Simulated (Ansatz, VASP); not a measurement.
One calculation of Nb3Sn, two programs

```xyz
8
Lattice="5.2452 0.0000 0.0000 0.0000 5.2452 0.0000 0.0000 0.0000 5.2452" Properties=species:S:1:pos:R:3 pbc="T T T"
Sn    0.0000    0.0000    0.0000
Sn    2.6226    2.6226    2.6226
Nb    1.3113    0.0000    2.6226
Nb    2.6226    3.9339    0.0000
Nb    3.9339    0.0000    2.6226
Nb    2.6226    1.3113    0.0000
Nb    0.0000    2.6226    3.9339
Nb    0.0000    2.6226    1.3113
```

Alike in both runs: task single point; functional r2SCAN; k mesh 5 × 5 × 5; occupations tetrahedron; no spin polarisation.

```csv
,VASP,Ansatz
version,VASP 6.6.1,Ansatz 0.2.0
potentials or method,"VASP PAW PBE potentials, release 64 (Sn_d, Nb_sv), cutoff 520 eV",PAW plane waves
valence electrons in the cell,106,106
```

|  | VASP | Ansatz | Ansatz less VASP |
| --- | --- | --- | --- |
| pressure (GPa) | 6.0 | 6.0 | +0.03 |

VASP's potentials were made for PBE, not for r2SCAN. Ansatz's warnings: band table not solved further, product built on unsolved table, tetrahedron derivatives may miss energy slope.
